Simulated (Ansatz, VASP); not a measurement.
SrCdCl4 in VASP and in Ansatz

```
Sr Cd Cl
1.0
     4.11817    0.00000    0.00000
    -2.05909    3.56644    0.00000
     0.00000    0.00000   11.45278
Sr Cd Cl
1 1 4
Direct
  0.00000 0.00000 0.00000
  0.00000 0.00000 0.50000
  0.33333 0.66667 0.86389
  0.66667 0.33333 0.13611
  0.33333 0.66667 0.38611
  0.66667 0.33333 0.61389
```

Alike in both runs: functional PBE; dispersion D3(BJ); k mesh 6 × 6 × 2; occupations gaussian, width 0.02 eV; no spin polarisation.

Ansatz relaxed the structure, and its values are those at the end. VASP's run is a single point on that final structure, the one shown.

```csv
,VASP,Ansatz
version,VASP 6.6.1,Ansatz 0.2.0
potentials or method,"VASP PAW PBE potentials, release 64 (Sr_sv, Cd, Cl), cutoff 520 eV","scalar-relativistic, plane waves, PAW"
valence electrons in the cell,50,58
```

Ansatz gave:

| Quantity | Value |
| --- | --- |
| gap on the k mesh at the Fermi level (eV) | 3.39 |
| least direct gap on the mesh (eV) | 3.39 |
| pressure (GPa) | 0.0 |
| rms of the force components (eV/Å) | 0.002 |

Q: What did VASP give for the same quantities?

A: gap on the k mesh at the Fermi level (eV): 3.38; least direct gap on the mesh (eV): 3.38; pressure (GPa): 0.1; rms of the force components (eV/Å): 0.015.

VASP's potentials hold 50 valence electrons a cell and Ansatz's 58, so a difference there can come from the potentials and not from the codes.
